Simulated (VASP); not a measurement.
# TiO2 in VASP: a series of runs, part 2 of 2

VASP 6.6.1. Earlier steps stand in the parts before.

**5. Single point, r2SCAN (uniaxial z strain +5.0%)**

The input, POSCAR:

```
TiO2
1.0
    0.0000000000      2.3968272525      2.5166686152
    2.3968272525      0.0000000000      2.5166686152
    2.3968272525      2.3968272525      0.0000000000
Ti O
1 2
Direct
    0.0000000000      0.0000000000      0.0000000000
    0.2500000000      0.2500000000      0.2500000000
    0.7500000000      0.7500000000      0.7500000000
```

The input, INCAR.step1:

```
SYSTEM = TiO2
  PREC = Accurate
  ENCUT = 520
  ISMEAR = 0
  SIGMA = 0.01
  LREAL = .FALSE.
  LASPH = .TRUE.
  NELM = 100
  NBANDS = 19
  GGA = PE
  ALGO = Normal
  EDIFF = 1E-4
  LWAVE = .TRUE.
  LCHARG = .FALSE.
```

The input, INCAR.step2:

```
SYSTEM = TiO2
  PREC = Accurate
  ENCUT = 520
  EDIFF = 1E-6
  ISMEAR = 0
  SIGMA = 0.01
  LREAL = .FALSE.
  LASPH = .TRUE.
  NELM = 100
  ALGO = Normal
  ISIF = 2
  LWAVE = .FALSE.
  LCHARG = .TRUE.
  METAGGA = R2SCAN
  LMIXTAU = .TRUE.
  LELF = .TRUE.
  LVHAR = .TRUE.
  NBANDS = 19
  ISTART = 1
```

The input, KPOINTS:

```
Automatic mesh
0
G
  10 10 10
  0 0 0
```

Potentials or basis: VASP PAW PBE potentials, release 64 (Ti_sv, O).

The run is started by

```
> cat potpaw_PBE.64/Ti_sv/POTCAR potpaw_PBE.64/O/POTCAR > POTCAR
> cp INCAR.step1 INCAR
> mpirun -np 1 vasp_std > vasp.out
> cp INCAR.step2 INCAR
> mpirun -np 1 vasp_std > vasp.out
```

OUTCAR:

```text
SYSTEM = TiO2
   PREC = Accurate
   ENCUT = 520
   EDIFF = 1E-6
   ISMEAR = 0
   LREAL = .FALSE.
   LASPH = .TRUE.
   NELM = 100
   ISIF = 2
   METAGGA = R2SCAN
   ISTART = 1

 ion  position               nearest neighbor table
   1  0.000  0.000  0.000-   3 2.11   3 2.11   2 2.11   3 2.11   2 2.11   2 2.11   3 2.11   2 2.11

   2  0.250  0.250  0.250-   1 2.11   1 2.11   1 2.11   1 2.11
   3  0.750  0.750  0.750-   1 2.11   1 2.11   1 2.11   1 2.11

  LATTYP: Found a body centered tetragonal cell.
 ALAT       =     3.3896256072
 C/A-ratio  =     1.4849242405

  Lattice vectors:

 A1 = (  -2.3968272525,   0.0000000000,   2.5166686152)
 A2 = (   2.3968272525,   0.0000000000,   2.5166686152)
 A3 = (   0.0000000000,   2.3968272525,  -2.5166686152)

Analysis of symmetry for initial positions (statically):
=====================================================================
 Subroutine PRICEL returns:
 Original cell was already a primitive cell.

 Routine SETGRP: Setting up the symmetry group for a
 body centered tetragonal supercell.

 Subroutine GETGRP returns: Found 16 space group operations
 (whereof 16 operations were pure point group operations)
 out of a pool of 16 trial point group operations.

The static configuration has the point symmetry D_4h.

Analysis of symmetry for dynamics (positions and initial velocities):
=====================================================================
 Subroutine PRICEL returns:
 Original cell was already a primitive cell.

 Routine SETGRP: Setting up the symmetry group for a
 body centered tetragonal supercell.

 Subroutine GETGRP returns: Found 16 space group operations
 (whereof 16 operations were pure point group operations)
 out of a pool of 16 trial point group operations.

The dynamic configuration has the point symmetry D_4h.
[... 110 lines left out ...]
   TEBEG  =    0.0;   TEEND  =   0.0 temperature during run
   PSTRESS=    0.0 pullay stress
   NELECT =      24.0000    total number of electrons
   NUPDOWN=      -1.0000    fix difference up-down
   EMIN   =  10.00;   EMAX   =-10.00  energy-range for DOS
   EFERMI =   0.00;   METHOD = LEGACY
   ISMEAR =     0;   SIGMA  =   0.01  broadening in eV -4-tet -1-fermi 0-gaus
   EFERMI_NEDOS =   21; number of points for ismear=-14 and -15
   IALGO  =     38    algorithm
   IMIX   =      4    mixing-type and parameters
     AMIX     =   0.40;   BMIX     =  1.00
     AMIX_MAG =   1.60;   BMIX_MAG =  1.00
  volume/ion in A,a.u.               =       9.64        65.04
  Fermi-wavevector in a.u.,A,eV,Ry     =   1.538516  2.907374 32.205428  2.367032
  Thomas-Fermi vector in A             =   2.644874
   LORBIT       =      0    0 simple, 1 ext, 2 COOP (PROOUT), +10 PAW based schemes
   METAGGA = R2SCAN    functional components
   LHFCALC =     F    Hartree Fock is set to
   AEXX    =    0.0000 exact exchange contribution
   IVDW    =     0    specifies the selected vdW correction
   LEPSILON=     F    determine dielectric tensor
   LRPA    =     F    only Hartree local field effects (RPA)
 non-spin polarized calculation
 Gauss-broadening in eV      SIGMA  =   0.01
  energy-cutoff  :      520.00
  volume of cell :       28.92
 maximum number of plane-waves:       796
 NGX is ok and might be reduce to    28
   NGX = 13   NGY = 13   NGZ = 13

 number of electron      24.0000001 magnetization

 Free energy of the ion-electron system (eV)
  ---------------------------------------------------
  ext. energy  EPLUGINS =         0.00000000
  ---------------------------------------------------
  free energy    TOTEN  =       -33.98468933 eV

  energy without entropy =      -33.98468933  energy(sigma->0) =      -33.98468933

 E-fermi :   6.9765     XC(G=0): -12.7643

 val. band max:        6.7159922450   @ k =   0.5000   0.0000   0.5000
 cond. band min:       7.8746596682   @ k =   0.0000   0.0000   0.0000
 fundamental gap:      1.1586674232
 Fermi energy:         6.9765289107

 k-point     1 :       0.0000    0.0000    0.0000
  band No.  band energies     occupation
      1     -53.6047      2.00000
      2     -28.6393      2.00000
      3     -28.6393      2.00000
      4     -28.6237      2.00000
      5     -13.9021      2.00000
      6     -10.3519      2.00000
[... 505 lines left out ...]
      6     -11.3789      2.00000
[... 11 lines left out ...]
     18      17.5950      0.00000
     19      21.0768      0.00000

 [... further k-points ...]
[... 5 lines left out ...]
  --------------------------------------------------------------------------------------
  -------------------------------------------------------------------------------------
  Total       -0.3478440     -0.3478440     -5.0561075      0.0000000     -0.0000000     -0.0000000
  in kB      -19.2737229    -19.2737229   -280.1543571      0.0000000     -0.0000000     -0.0000000
  external PRESSURE =    -106.2339343 kB  Pullay stress =       0.0000000 kB

 VOLUME and BASIS-vectors are now :
 -----------------------------------------------------------------------------
  energy-cutoff  :      520.00
  volume of cell :       28.92
      direct lattice vectors                 reciprocal lattice vectors
     0.000000000  2.396827253  2.516668615    -0.208609110  0.208609110  0.198675343
     2.396827253  0.000000000  2.516668615     0.208609110 -0.208609110  0.198675343
     2.396827253  2.396827253  0.000000000     0.208609110  0.208609110 -0.198675343

 POSITION                                       TOTAL-FORCE (eV/Angst)
 -----------------------------------------------------------------------------------
      0.00000      0.00000      0.00000         0.000000     -0.000000     -0.000000
      1.19841      1.19841      1.25833         0.000000      0.000000     -0.000000
      3.59524      3.59524      3.77500        -0.000000     -0.000000      0.000000
 -----------------------------------------------------------------------------------
    total drift:                               -0.000000     -0.000000      0.000000

  FREE ENERGIE OF THE ION-ELECTRON SYSTEM (eV)
  ---------------------------------------------------
  free  energy   TOTEN  =       -33.9846893261 eV

  energy  without entropy=      -33.9846893261  energy(sigma->0) =      -33.98468933
```

OSZICAR.step1:

```text
N       E                     dE             d eps       ncg     rms          rms(c)
DAV:   1     0.245386950433E+03    0.24539E+03   -0.12866E+04  3884   0.149E+03
DAV:   2    -0.149148967839E+02   -0.26030E+03   -0.24646E+03  4204   0.409E+02
DAV:   3    -0.351203515938E+02   -0.20205E+02   -0.19997E+02  4536   0.119E+02
DAV:   4    -0.357753633516E+02   -0.65501E+00   -0.65310E+00  5373   0.198E+01
DAV:   5    -0.357881755561E+02   -0.12812E-01   -0.12808E-01  4495   0.264E+00    0.202E+01
DAV:   6    -0.267859464404E+02    0.90022E+01   -0.45436E+01  4757   0.738E+01    0.107E+01
DAV:   7    -0.263423667661E+02    0.44358E+00   -0.14736E+01  4630   0.322E+01    0.606E+00
DAV:   8    -0.262567855352E+02    0.85581E-01   -0.30642E-01  4446   0.467E+00    0.524E+00
DAV:   9    -0.264319566836E+02   -0.17517E+00   -0.60169E+00  4610   0.199E+01    0.658E+00
DAV:  10    -0.259582966312E+02    0.47366E+00   -0.20973E+00  5333   0.107E+01    0.970E-01
DAV:  11    -0.259530597444E+02    0.52369E-02   -0.98109E-02  4412   0.237E+00    0.331E-01
DAV:  12    -0.259526930256E+02    0.36672E-03   -0.32286E-03  4410   0.532E-01    0.293E-01
DAV:  13    -0.259523774528E+02    0.31557E-03   -0.17813E-03  4422   0.405E-01    0.163E-01
DAV:  14    -0.259522872202E+02    0.90233E-04   -0.21235E-04  3581   0.128E-01
   1 F= -.25952287E+02 E0= -.25952287E+02  d E =-.105208E-66
```

Wall time 6.3 min (1 thread of Intel Xeon 8259CL, shared host); peak memory 0.2 GiB.

Results:

```
Free energy            : -33.9847 eV
Pressure               : -10.6 GPa
Band gap on the k mesh : 1.16 eV (least direct gap 1.73 eV)
```

Caveat: the cell differs from its parent crystal (uniaxial z strain +5.0%); the cell stands under tension; the PAW data sets were made with another functional, which shifts forces and pressure a little.

**6. Overview**

| level | cell | smearing | gap on the mesh (eV) | pressure (GPa) |
| --- | --- | --- | --- | --- |
| PBE | a = 3.378 Å, angles 60.2°, 3 atoms | fermi-dirac 0.02 eV | 1.13 | 8.2 |
| r2SCAN | a = 3.365, b = 3.365, c = 3.322 Å, angles 60.4, 60.4, 59.1°, 3 atoms | gaussian 0.01 eV | 1.40 | 12.2 |
| r2SCAN | a = 3.390, b = 3.348, c = 3.348 Å, angles 60.8, 59.6, 59.6°, 3 atoms | gaussian 0.01 eV | 1.29 | 9.2 |
| r2SCAN | a = 3.475, b = 3.475, c = 3.390 Å, angles 60.8, 60.8, 58.4°, 3 atoms | gaussian 0.01 eV | 1.16 | -10.6 |

Alike in all rows: task single point; potentials or basis VASP PAW PBE potentials, release 64 (Ti_sv, O); no spin polarisation; k mesh 10 × 10 × 10; cutoff (eV) 520.

Caveats: the cell stands under pressure (at least some runs); the PAW data sets were made with another functional, which shifts forces and pressure a little (at least some runs); the cell stands under tension (at least some runs).

Total energies depend on the potentials used, so only differences within one code and one set of settings carry meaning.
